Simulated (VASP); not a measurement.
# HgTe (F-43m) in VASP: elastic constants with PBEsol

Aim: the elastic constants of HgTe with PBEsol.

All numbers are computed with VASP 6.6.1; they aren't measurements. Logs are shortened: lines on timing, memory, paths and dates and some standing lists are left out, and cuts for length are marked.

### 1 The cell of the first run

The structure is cubic, space group F-43m (No. 216). The conventional cell has a = 6.153 Å, b = 6.153 Å, c = 6.153 Å, α = 90.00°, β = 90.00°, γ = 90.00°. Within 3.5 Å of Hg (site symmetry -43m) lie 4 Te at 2.66 Å. Within 3.5 Å of Te (site symmetry -43m) lie 4 Hg at 2.66 Å.

### 2 Elastic constants, PBEsol

The input, INCAR:

```
SYSTEM = HgTe
ALGO = Normal ; EDIFF = 1E-8
ENCUT = 600 ; GGA = PS
IBRION = 6 ; ISIF = 3
ISMEAR = -1 ; LASPH = .TRUE.
LCHARG = .FALSE. ; LREAL = .FALSE.
LWAVE = .FALSE. ; NELM = 100
NFREE = 2 ; NSW = 1
POTIM = 0.015 ; PREC = Accurate
SIGMA = 0.15
```

The input, KPOINTS:

```
k-points
0
G
  12 12 12
  0 0 0
```

The input, POSCAR:

```
HgTe
1.0
    0.0000000000      3.0764497617      3.0764497617
    3.0764497617      0.0000000000      3.0764497617
    3.0764497617      3.0764497617      0.0000000000
Hg Te
1 1
Direct
    0.0000000000      0.0000000000      0.0000000000
    0.7500000000      0.7500000000      0.7500000000
```

Potentials or basis: VASP PAW PBE potentials, release 64 (Hg, Te).

Command:

```console
$ cat potpaw_PBE.64/Hg/POTCAR potpaw_PBE.64/Te/POTCAR > POTCAR
$ mpirun -np 1 vasp_std > vasp.out
```

OUTCAR:

```text
SYSTEM = HgTe
   EDIFF = 1E-8
   ENCUT = 600
   GGA = PS
   IBRION = 6
   ISIF = 3
   ISMEAR = -1
   LASPH = .TRUE.
   LREAL = .FALSE.
   NELM = 100
   NFREE = 2
   NSW = 1
   POTIM = 0.015
   PREC = Accurate

 ion  position               nearest neighbor table
   1  0.000  0.000  0.000-   2 2.66   2 2.66   2 2.66   2 2.66
   2  0.750  0.750  0.750-   1 2.66   1 2.66   1 2.66   1 2.66

  LATTYP: Found a face centered cubic cell.
 ALAT       =     6.1528995234

  Lattice vectors:

 A1 = (   0.0000000000,   3.0764497617,   3.0764497617)
 A2 = (   3.0764497617,   0.0000000000,   3.0764497617)
 A3 = (   3.0764497617,   3.0764497617,   0.0000000000)

Analysis of symmetry for initial positions (statically):
=====================================================================
 Subroutine PRICEL returns:
 Original cell was already a primitive cell.

 Routine SETGRP: Setting up the symmetry group for a
 face centered cubic supercell.

 Subroutine GETGRP returns: Found 24 space group operations
 (whereof 24 operations were pure point group operations)
 out of a pool of 48 trial point group operations.

The static configuration has the point symmetry T_d .

Analysis of symmetry for dynamics (positions and initial velocities):
=====================================================================
 Subroutine PRICEL returns:
 Original cell was already a primitive cell.

 Routine SETGRP: Setting up the symmetry group for a
 face centered cubic supercell.

 Subroutine GETGRP returns: Found 24 space group operations
 (whereof 24 operations were pure point group operations)
 out of a pool of 48 trial point group operations.

The dynamic configuration has the point symmetry T_d .

 Subroutine INISYM returns: Found 24 space group operations
 (whereof 24 operations are pure point group operations),
 and found     1 'primitive' translations

----------------------------------------------------------------------------------------

                                     Primitive cell

  volume of cell :      58.2344

  direct lattice vectors                    reciprocal lattice vectors
     0.000000000  3.076449762  3.076449762    -0.162525001  0.162525001  0.162525001
     3.076449762  0.000000000  3.076449762     0.162525001 -0.162525001  0.162525001
     3.076449762  3.076449762  0.000000000     0.162525001  0.162525001 -0.162525001

  length of vectors
     4.350756977  4.350756977  4.350756977     0.281501559  0.281501559  0.281501559

  position of ions in fractional coordinates (direct lattice)
     0.000000000  0.000000000  0.000000000
     0.750000000  0.750000000  0.750000000

  ion indices of the primitive-cell ions
   primitive index   ion index
                 1           1
                 2           2

----------------------------------------------------------------------------------------

 KPOINTS: k-points

Automatic generation of k-mesh.
 Grid dimensions read from file:
 generate k-points for:   12   12   12

 Generating k-lattice:

  Cartesian coordinates                     Fractional coordinates (reciprocal lattice)
    -0.013543750  0.013543750  0.013543750     0.083333333  0.000000000  0.000000000
     0.013543750 -0.013543750  0.013543750     0.000000000  0.083333333  0.000000000
     0.013543750  0.013543750 -0.013543750     0.000000000  0.000000000  0.083333333

  Length of vectors
[... 110 lines left out ...]
  -------------------------------------------------------------------------------------
  Total        4.1066730      4.1066730      4.1066730      0.0000000     -0.0000000      0.0000000
  in kB      112.9851141    112.9851141    112.9851141      0.0000000     -0.0000000      0.0000000
  external PRESSURE =     112.9851141 kB  Pullay stress =       0.0000000 kB
[... 89 lines left out ...]
  FREE ENERGIE OF THE ION-ELECTRON SYSTEM (eV)
  ---------------------------------------------------
  free  energy   TOTEN  =        -3.9890445490 eV

  energy  without entropy=       -3.9846380959  energy(sigma->0) =       -3.98684132

[... ionic steps 4 to 14 ...]

--------------------------------------- Ionic step       15  -------------------------------------------

 number of electron      17.9999999 magnetization

------------------------ aborting loop because EDIFF is reached ----------------------------------------
[... 67 lines left out ...]
--------------------------------------- Ionic step       17  -------------------------------------------

 number of electron      17.9999999 magnetization

 Free energy of the ion-electron system (eV)
  ---------------------------------------------------
  ext. energy  EPLUGINS =         0.00000000
  ---------------------------------------------------
  free energy    TOTEN  =        -4.05391288 eV

  energy without entropy =       -4.04933588  energy(sigma->0) =       -4.05162438

 E-fermi :   4.9348     XC(G=0):  -9.6284

 val. band max:        4.6846743658   @ k =   0.0000   0.0000   0.0000
 cond. band min:       5.2667222619   @ k =   0.0833   0.0000   0.0000
 fundamental gap:      0.5820478960
 Fermi energy:         4.9348426905

 k-point     1 :       0.0000    0.0000    0.0000
  band No.  band energies     occupation
      1      -8.5656      2.00000
      2      -3.6946      2.00000
      3      -3.6773      2.00000
      4      -3.6596      2.00000
      5      -2.9425      2.00000
      6      -2.9420      2.00000
      7       4.2524      1.97908
      8       4.6737      1.70155
      9       4.6812      1.68875
     10       4.6847      1.68256
     11       8.5277      0.00000
     12       8.5393      0.00000
     13       8.5523      0.00000
[... 354 lines left out ...]
  band No.  band energies     occupation
      1      -7.7106      2.00000
      2      -3.5013      2.00000
      3      -3.4508      2.00000
      4      -2.9860      2.00000
      5      -2.9252      2.00000
      6      -2.5628      2.00000
      7      -1.6289      2.00000
      8       1.8927      2.00000
      9       3.0394      1.99999
     10       6.5484      0.00004
     11       8.9083      0.00000
     12      10.1214      0.00000
     13      11.6498      0.00000

 [... further k-points ...]

------------------------ aborting loop because EDIFF is reached ----------------------------------------

  FORCE on cell =-STRESS in cart. coord.  units (eV):
  Direction    XX          YY          ZZ          XY          YZ          ZX
  --------------------------------------------------------------------------------------
  -------------------------------------------------------------------------------------
  Total        4.1067102      4.1102729      4.1102729      0.0000000     -0.1930693      0.0000000
  in kB      112.9861373    113.0841563    113.0841563      0.0000000     -5.3118322      0.0000000
  external PRESSURE =     113.0514833 kB  Pullay stress =       0.0000000 kB
[... 17 lines left out ...]
  FREE ENERGIE OF THE ION-ELECTRON SYSTEM (eV)
  ---------------------------------------------------
  free  energy   TOTEN  =        -4.0539128783 eV

  energy  without entropy=       -4.0493358827  energy(sigma->0) =       -4.05162438

 INTERNAL STRAIN TENSORS FROM STRAINED CELLS
 ============================================

 INTERNAL STRAIN TENSOR FOR ION    1 for displacements in x,y,z  (eV/Angst):
          X           Y           Z          XY          YZ          ZX
  --------------------------------------------------------------------------------
  x    -0.00000    -0.00000    -0.00000     0.00000   -12.88465     0.00000
  y    -0.00000     0.00000    -0.00000    -0.00000     0.00000   -12.88469
  z    -0.00000     0.00000     0.00000   -12.88477    -0.00000     0.00000

 INTERNAL STRAIN TENSORS FROM DISPLACED ATOMS
 ============================================

 INTERNAL STRAIN TENSOR FOR ION    1 for displacements in x,y,z  (eV/Angst):
          X           Y           Z          XY          YZ          ZX
  --------------------------------------------------------------------------------
  x     0.00000     0.00000     0.00000     0.00000   -12.86560     0.00000
  y     0.00000    -0.00000     0.00000     0.00000     0.00000   -12.86560
  z     0.00000     0.00000     0.00000   -12.86560     0.00000     0.00000

 INTERNAL STRAIN TENSOR FOR ION    2 for displacements in x,y,z  (eV/Angst):
          X           Y           Z          XY          YZ          ZX
  --------------------------------------------------------------------------------
  x    -0.00000     0.00000     0.00000     0.00000    12.87939     0.00000
  y    -0.00000    -0.00000    -0.00000     0.00000     0.00000    12.87939
  z     0.00000     0.00000    -0.00000    12.87939     0.00000     0.00000

 Eigenvectors and eigenvalues of the dynamical matrix
 ----------------------------------------------------

   1 f  =    4.724078 THz    29.682255 2PiTHz  157.578268 cm-1    19.537206 meV
             X         Y         Z           dx          dy          dz
      0.000000  0.000000  0.000000    -0.151821   -0.556676   -0.236190
      4.614675  4.614675  4.614675     0.190385    0.698073    0.296183
[... 21 lines left out ...]
   6 f/i=    0.000367 THz     0.002307 2PiTHz    0.012247 cm-1     0.001518 meV
             X         Y         Z           dx          dy          dz
      0.000000  0.000000  0.000000     0.692333   -0.363235    0.003488
      4.614675  4.614675  4.614675     0.552098   -0.289660    0.002781

--------------------------------------------------------------------------------------------------------

 ELASTIC MODULI CONTR FROM IONIC RELAXATION (kBar)
 Direction    XX          YY          ZZ          XY          YZ          ZX
 --------------------------------------------------------------------------------
 XX          -0.0000      0.0000      0.0000      0.0000      0.0000      0.0000
 YY           0.0000     -0.0000      0.0000      0.0000     -0.0000     -0.0000
 ZZ           0.0000      0.0000     -0.0000      0.0000     -0.0000      0.0000
 XY           0.0000      0.0000      0.0000   -640.1835      0.0000      0.0000
 YZ           0.0000     -0.0000     -0.0000      0.0000   -640.1835      0.0000
 ZX           0.0000     -0.0000      0.0000      0.0000      0.0000   -640.1835
 --------------------------------------------------------------------------------

 TOTAL ELASTIC MODULI (kBar)
 Direction    XX          YY          ZZ          XY          YZ          ZX
 --------------------------------------------------------------------------------
 XX         873.0436    815.1273    815.1273      0.0000      0.0000      0.0000
 YY         815.1273    873.0436    815.1273      0.0000     -0.0000     -0.0000
 ZZ         815.1273    815.1273    873.0436      0.0000      0.0000      0.0000
 XY           0.0000      0.0000      0.0000    107.3064     -0.0000     -0.0000
 YZ           0.0000     -0.0000      0.0000     -0.0000    107.3064      0.0000
 ZX           0.0000     -0.0000      0.0000     -0.0000      0.0000    107.3064
 --------------------------------------------------------------------------------
```

Wall time 55 min (1 thread of Intel Xeon Platinum 8259CL at 2.50GHz (Skylake/Cascade Lake), shared host); peak memory 0.84 GiB.

What came out:

```
Elastic constants C11, C12, C44                         : 87, 82, 11 GPa
Voigt bulk modulus                                      : 83 GPa
Highest phonon frequency at Γ, LO-TO splitting left out : 158 cm⁻¹
```

Phonon frequencies in cm⁻¹ (negative: imaginary):
```tsv
q point	frequencies
(0.000, 0.000, 0.000)	0 0 0 158 158 158
```

Elastic tensor in Voigt notation (GPa, in the Cartesian axes of the cell as first typed):
```
87 82 82  0  0  0
82 87 82  0  0  0
82 82 87  0  0  0
 0  0  0 11  0  0
 0  0  0  0 11  0
 0  0  0  0  0 11
```

Clamped-ion elastic tensor (GPa):
```
87 82 82  0  0  0
82 87 82  0  0  0
82 82 87  0  0  0
 0  0  0 75  0  0
 0  0  0  0 75  0
 0  0  0  0  0 75
```

Caveat: the cell is under stress, which shifts elastic constants; the PAW data sets were made with another functional, which shifts forces and pressure a little; spin-orbit coupling is left out, which moves the levels of the heavy elements.
